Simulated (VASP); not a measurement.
# Ti (I4/mmm) in VASP: a series of runs

Ti is run at these levels: r2SCAN; tasks: single point.

Program: VASP 6.6.1. These are calculated values, not measurements. Logs are shortened: lines on timing, memory, paths and dates and some standing lists are left out, and cuts for length are marked.

## Step 1: The cell of the first run

It takes space group I4/mmm (No. 139, tetragonal). The conventional cell has a = 2.906 Å, b = 2.906 Å, c = 4.151 Å, α = 90.00°, β = 90.00°, γ = 90.00°. Within 3.8 Å of Ti (site symmetry 4/mmm) lie 12 Ti at 2.91 to 2.92 Å.

This isn't the form of Ti at room conditions, which is hcp.

## Step 2: Single point, r2SCAN (strain +0.0100 x Voigt [0, 0, 1, 0, 0, 0])

POSCAR reads:

```
Ti
1.0
    0.0000000000      2.0551516146      2.0757031307
    2.0551516146      0.0000000000      2.0757031307
    2.0551516146      2.0551516146      0.0000000000
Ti
1
Direct
    0.0000000000      0.0000000000      0.0000000000
```

INCAR.step1 reads:

```
PREC = Accurate
ENCUT = 520
ISMEAR = 0
SIGMA = 0.15
LREAL = F
LASPH = T
NELM = 60
NBANDS = 12
GGA = PE
ALGO = Normal
EDIFF = 1E-4
LWAVE = T
LCHARG = F
```

INCAR.step2 reads:

```
PREC = Accurate
ENCUT = 520
EDIFF = 1E-7
ISMEAR = 0
SIGMA = 0.15
LREAL = F
LASPH = T
NELM = 60
ALGO = Normal
ISIF = 2
LWAVE = F
LCHARG = F
METAGGA = R2SCAN
LMIXTAU = T
NBANDS = 12
ISTART = 1
```

KPOINTS reads:

```
Automatic mesh
0
Gamma
  26 26 26
```

Potentials or basis: VASP PAW PBE potentials, release 64 (Ti_sv).

Launch:

```sh
> cat potpaw_PBE.64/Ti_sv/POTCAR > POTCAR
> cp INCAR.step1 INCAR
> mpirun -np 1 vasp_std > vasp.out
> cp INCAR.step2 INCAR
> mpirun -np 1 vasp_std > vasp.out
```

OUTCAR:

```text
PREC = Accurate
   ENCUT = 520
   EDIFF = 1E-7
   ISMEAR = 0
   LREAL = F
   LASPH = T
   NELM = 60
   ISIF = 2
   METAGGA = R2SCAN
   ISTART = 1

 ion  position               nearest neighbor table
   1  0.000  0.000  0.000-

  LATTYP: Found a body centered tetragonal cell.
 ALAT       =     2.9064232861
 C/A-ratio  =     1.4283556980

  Lattice vectors:

 A1 = (  -2.0551516146,   0.0000000000,   2.0757031307)
 A2 = (   2.0551516146,   0.0000000000,   2.0757031307)
 A3 = (   0.0000000000,   2.0551516146,  -2.0757031307)

Analysis of symmetry for initial positions (statically):
=====================================================================
 Subroutine PRICEL returns:
 Original cell was already a primitive cell.

 Routine SETGRP: Setting up the symmetry group for a
 body centered tetragonal supercell.

 Subroutine GETGRP returns: Found 16 space group operations
 (whereof 16 operations were pure point group operations)
 out of a pool of 16 trial point group operations.

The static configuration has the point symmetry D_4h.

Analysis of symmetry for dynamics (positions and initial velocities):
=====================================================================
 Subroutine PRICEL returns:
 Original cell was already a primitive cell.

 Routine SETGRP: Setting up the symmetry group for a
 body centered tetragonal supercell.

 Subroutine GETGRP returns: Found 16 space group operations
 (whereof 16 operations were pure point group operations)
 out of a pool of 16 trial point group operations.

The dynamic configuration has the point symmetry D_4h.

 Subroutine INISYM returns: Found 16 space group operations
 (whereof 16 operations are pure point group operations),
 and found     1 'primitive' translations

----------------------------------------------------------------------------------------

                                     Primitive cell

  volume of cell :      17.5341

  direct lattice vectors                    reciprocal lattice vectors
     0.000000000  2.055151615  2.075703131    -0.243291053  0.243291053  0.240882231
     2.055151615  0.000000000  2.075703131     0.243291053 -0.243291053  0.240882231
     2.055151615  2.055151615  0.000000000     0.243291053  0.243291053 -0.240882231

  length of vectors
     2.920991552  2.920991552  2.906423286     0.420006335  0.420006335  0.420006335

  position of ions in fractional coordinates (direct lattice)
     0.000000000  0.000000000  0.000000000

  ion indices of the primitive-cell ions
   primitive index   ion index
                 1           1

----------------------------------------------------------------------------------------

 KPOINTS: Automatic mesh

Automatic generation of k-mesh.
 Grid dimensions read from file:
 generate k-points for:   26   26   26

 Generating k-lattice:

  Cartesian coordinates                     Fractional coordinates (reciprocal lattice)
    -0.009357348  0.009357348  0.009264701     0.038461538  0.000000000  0.000000000
     0.009357348 -0.009357348  0.009264701     0.000000000  0.038461538  0.000000000
     0.009357348  0.009357348 -0.009264701    -0.000000000 -0.000000000  0.038461538

  Length of vectors
     0.016154090  0.016154090  0.016154090

  Shift w.r.t. Gamma in fractional coordinates (k-lattice)
     0.000000000  0.000000000  0.000000000

 Subroutine IBZKPT returns following result:
 ===========================================

 Found   1330 irreducible k-points:

 Following reciprocal coordinates:
            Coordinates               Weight
  0.000000  0.000000  0.000000      1.000000
  0.038462  0.000000  0.000000      8.000000
  0.076923  0.000000  0.000000      8.000000
  0.115385  0.000000  0.000000      8.000000
  0.153846  0.000000  0.000000      8.000000
  0.192308  0.000000  0.000000      8.000000
[... 16 lines left out ...]
  0.346154  0.038462  0.000000      8.000000
  0.384615  0.038462  0.000000      8.000000
 [... further k-points ...]
   k-points           NKPTS =   1330   k-points in BZ     NKDIM =   1330   number of bands    NBANDS=     12
   number of dos      NEDOS =    301   number of ions     NIONS =      1
   total plane-waves  NPLWV =  13824
   dimension x,y,z NGX =    24 NGY =   24 NGZ =   24
   dimension x,y,z NGXF=    48 NGYF=   48 NGZF=   48
   ions per type =               1
   NGX,Y,Z   is equivalent  to a cutoff of  13.66, 13.66, 13.73 a.u.
   NGXF,Y,Z  is equivalent  to a cutoff of  27.32, 27.32, 27.46 a.u.
 SYSTEM =  unknown system
   PREC   = accura    normal or accurate (medium, high low for compatibility)
   ISTART =      1    job   : 0-new  1-cont  2-samecut
   ICHARG =      0    charge: 1-file 2-atom 10-const
   ISPIN  =      1    spin polarized calculation?
   LNONCOLLINEAR =      F non collinear calculations
   LSORBIT =      F    spin-orbit coupling
   LASPH  =      T    aspherical Exc in radial PAW
   ENCUT  =  520.0 eV  38.22 Ry    6.18 a.u.   5.43  5.43  5.40*2*pi/ulx,y,z
   NELM   =     60;   NELMIN=  2; NELMDL=  0     # of ELM steps
   EDIFF  = 0.1E-06   stopping-criterion for ELM
   LREAL  =      F    real-space projection
   EDIFFG = 0.1E-05   stopping-criterion for IOM
   NSW    =      0    number of steps for IOM
   IBRION =     -1    ionic relax: 0-MD 1-quasi-New 2-CG
   NFREE  =      0    steps in history (QN), initial steepest desc. (CG)
   ISIF   =      2    stress and relaxation
   ISYM   =      2    0-nonsym 1-usesym 2-fastsym
   POTIM  = 0.5000    time-step for ionic-motion
   TEBEG  =    0.0;   TEEND  =   0.0 temperature during run
   PSTRESS=    0.0 pullay stress
   NELECT =      12.0000    total number of electrons
   NUPDOWN=      -1.0000    fix difference up-down
   EMIN   =  10.00;   EMAX   =-10.00  energy-range for DOS
   EFERMI =   0.00;   METHOD = LEGACY
   ISMEAR =     0;   SIGMA  =   0.15  broadening in eV -4-tet -1-fermi 0-gaus
   EFERMI_NEDOS =   21; number of points for ismear=-14 and -15
   IALGO  =     38    algorithm
   IMIX   =      4    mixing-type and parameters
     AMIX     =   0.40;   BMIX     =  1.00
     AMIX_MAG =   1.60;   BMIX_MAG =  1.00
  volume/ion in A,a.u.               =      17.53       118.33
  Fermi-wavevector in a.u.,A,eV,Ry     =   1.442694  2.726297 28.318707  2.081366
  Thomas-Fermi vector in A             =   2.561185
   LORBIT       =      0    0 simple, 1 ext, 2 COOP (PROOUT), +10 PAW based schemes
   METAGGA = R2SCAN    functional components
   LHFCALC =     F    Hartree Fock is set to
   AEXX    =    0.0000 exact exchange contribution
   IVDW    =     0    specifies the selected vdW correction
   LEPSILON=     F    determine dielectric tensor
   LRPA    =     F    only Hartree local field effects (RPA)
 non-spin polarized calculation
 Gauss-broadening in eV      SIGMA  =   0.15
  energy-cutoff  :      520.00
  volume of cell :       17.53
 maximum number of plane-waves:       497
 NGX is ok and might be reduce to    24
   NGX = 11   NGY = 11   NGZ = 11

 number of electron      12.0000001 magnetization

 Free energy of the ion-electron system (eV)
  ---------------------------------------------------
  ext. energy  EPLUGINS =         0.00000000
  ---------------------------------------------------
  free energy    TOTEN  =       -12.88828005 eV

  energy without entropy =      -12.87054222  energy(sigma->0) =      -12.87941114

 E-fermi :   8.1282     XC(G=0): -12.3639

 val. band max:        8.1270731174   @ k =   0.3077   0.1538   0.1154
 cond. band min:       8.1346849038   @ k =  -0.2308  -0.0000   0.0769
 fundamental gap:      0.0076117863
 Fermi energy:         8.1282286615

 k-point     1 :       0.0000    0.0000    0.0000
  band No.  band energies     occupation
      1     -50.9361      2.00000
      2     -25.7502      2.00000
      3     -25.7496      2.00000
      4     -25.7496      2.00000
      5       1.6808      2.00000
      6       9.0718      0.00000
      7       9.1489      0.00000
      8       9.1489      0.00000
      9      10.8613      0.00000
     10      10.9501      0.00000
     11      23.8634      0.00000
     12      28.5348      0.00000

 k-point     2 :       0.0385    0.0000    0.0000
  band No.  band energies     occupation
      1     -50.9344      2.00000
      2     -25.7600      2.00000
      3     -25.7513      2.00000
      4     -25.7508      2.00000
      5       1.7303      2.00000
      6       9.0653      0.00000
      7       9.1407      0.00000
      8       9.1670      0.00000
      9      10.8494      0.00000
     10      10.9372      0.00000
     11      23.9043      0.00000
     12      28.2026      0.00000

 k-point     3 :       0.0769    0.0000    0.0000
  band No.  band energies     occupation
      1     -50.9292      2.00000
      2     -25.7899      2.00000
      3     -25.7552      2.00000
      4     -25.7544      2.00000
      5       1.8775      2.00000
      6       8.9902      0.00000
      7       9.1728      0.00000
      8       9.2186      0.00000
      9      10.8180      0.00000
     10      10.9023      0.00000
     11      24.0051      0.00000
     12      27.2196      0.00000
[... 286 lines left out ...]
 k-point    23 :       0.3462    0.0385    0.0000
  band No.  band energies     occupation
      1     -50.8429      2.00000
      2     -26.2590      2.00000
      3     -25.8188      2.00000
      4     -25.8179      2.00000
      5       4.5917      2.00000
      6       8.0425      1.58106
      7       9.1888      0.00000
      8       9.3495      0.00000
      9      11.2601      0.00000
     10      11.4719      0.00000
     11      19.2147      0.00000
     12      23.9876      0.00000

 k-point    24 :       0.3846    0.0385    0.0000
  band No.  band energies     occupation
      1     -50.8309      2.00000
      2     -26.3221      2.00000
      3     -25.8278      2.00000
      4     -25.8255      2.00000
      5       4.9737      2.00000
      6       8.0972      1.22981
      7       9.1080      0.00000
      8       9.2737      0.00000
      9      11.5014      0.00000
     10      11.6471      0.00000
     11      18.2779      0.00000
     12      23.6752      0.00000

 [... further k-points ...]
[... 5 lines left out ...]
  --------------------------------------------------------------------------------------
  -------------------------------------------------------------------------------------
  Total       -0.0604378     -0.0604378     -0.0979243      0.0000000      0.0000000      0.0000000
  in kB       -5.5225074     -5.5225074     -8.9478352      0.0000000      0.0000000      0.0000000
  external PRESSURE =      -6.6642834 kB  Pullay stress =       0.0000000 kB

 VOLUME and BASIS-vectors are now :
 -----------------------------------------------------------------------------
  energy-cutoff  :      520.00
  volume of cell :       17.53
      direct lattice vectors                 reciprocal lattice vectors
     0.000000000  2.055151615  2.075703131    -0.243291053  0.243291053  0.240882231
     2.055151615  0.000000000  2.075703131     0.243291053 -0.243291053  0.240882231
     2.055151615  2.055151615  0.000000000     0.243291053  0.243291053 -0.240882231

 POSITION                                       TOTAL-FORCE (eV/Angst)
 -----------------------------------------------------------------------------------
      0.00000      0.00000      0.00000         0.000000      0.000000      0.000000
 -----------------------------------------------------------------------------------
    total drift:                               -0.000000     -0.000000      0.000000

  FREE ENERGIE OF THE ION-ELECTRON SYSTEM (eV)
  ---------------------------------------------------
  free  energy   TOTEN  =       -12.8882800514 eV

  energy  without entropy=      -12.8705422230  energy(sigma->0) =      -12.87941114
```

Wall time 14 min (1 thread of AMD EPYC 9R45 (Zen 5), shared host); peak memory 0.35 GiB.

What came out:

* Free energy: -12.8883 eV
* Pressure: -0.7 GPa
* Band gap on the k mesh: zero (bands 6 and 7 overlap by 1.47 eV)

Caveat: the cell differs from its parent crystal (strain +0.0100 x Voigt [0, 0, 1, 0, 0, 0]); the PAW data sets were made with another functional, which shifts forces and pressure a little.

## Step 3: Single point, r2SCAN (strain +0.0150 x Voigt [0, 0, 1, 0, 0, 0])

POSCAR reads:

```
Ti
1.0
    0.0000000000      2.0551516146      2.0859788888
    2.0551516146      0.0000000000      2.0859788888
    2.0551516146      2.0551516146      0.0000000000
Ti
1
Direct
    0.0000000000      0.0000000000      0.0000000000
```

INCAR.step1 reads:

```
SYSTEM = Ti
ALGO = Normal ; EDIFF = 1E-4
ENCUT = 520 ; GGA = PE
ISMEAR = 0 ; LASPH = .True.
LCHARG = .False. ; LREAL = .False.
LWAVE = .True. ; NBANDS = 12
NELM = 100 ; PREC = Accurate
SIGMA = 0.15
```

INCAR.step2 reads:

```
SYSTEM = Ti
ALGO = Normal ; EDIFF = 1E-7
ENCUT = 520 ; ISIF = 2
ISMEAR = 0 ; ISTART = 1
LASPH = .True. ; LCHARG = .True.
LELF = .True. ; LMIXTAU = .True.
LREAL = .False. ; LVHAR = .True.
LWAVE = .False. ; METAGGA = R2SCAN
NBANDS = 12 ; NELM = 100
PREC = Accurate ; SIGMA = 0.15
```

KPOINTS reads:

```
k-points
0
Gamma
  26 26 26
  0 0 0
```

Potentials or basis: VASP PAW PBE potentials, release 64 (Ti_sv).

Launch:

```sh
> cat potpaw_PBE.64/Ti_sv/POTCAR > POTCAR
> cp INCAR.step1 INCAR
> mpirun -np 1 vasp_std > vasp.out
> cp INCAR.step2 INCAR
> mpirun -np 1 vasp_std > vasp.out
```

Wall time 16 min (1 thread of AMD EPYC 9R45 (Zen 5), shared host); peak memory 0.35 GiB.

The run converged. Its results:

```
Free energy            : -12.8877 eV
Pressure               : -1.2 GPa
Band gap on the k mesh : zero (bands 6 and 7 overlap by 1.44 eV)
```

Stress tensor (GPa, compression positive):
```
-1.03  0.00  0.00
 0.00 -1.03  0.00
 0.00  0.00 -1.54
```

Levels at points of the mesh, in eV from the Fermi level:
| k point | band 4 | band 5 | band 6 | band 7 | band 8 | band 9 |
| --- | --- | --- | --- | --- | --- | --- |
| (0.00, 0.00, 0.00) | -33.89 | -6.44 | 0.92 | 1.03 | 1.03 | 2.70 |
| (0.50, 0.00, 0.00) | -33.97 | -2.67 | 0.42 | 0.86 | 0.99 | 3.74 |
| (0.50, 0.50, 0.00) | -34.11 | -2.60 | -1.70 | 2.55 | 3.83 | 3.99 |
| (0.50, 0.00, 0.50) | -34.12 | -2.59 | -1.74 | 2.84 | 3.82 | 3.95 |

Caveat: the cell differs from its parent crystal (strain +0.0150 x Voigt [0, 0, 1, 0, 0, 0]); the PAW data sets were made with another functional, which shifts forces and pressure a little.
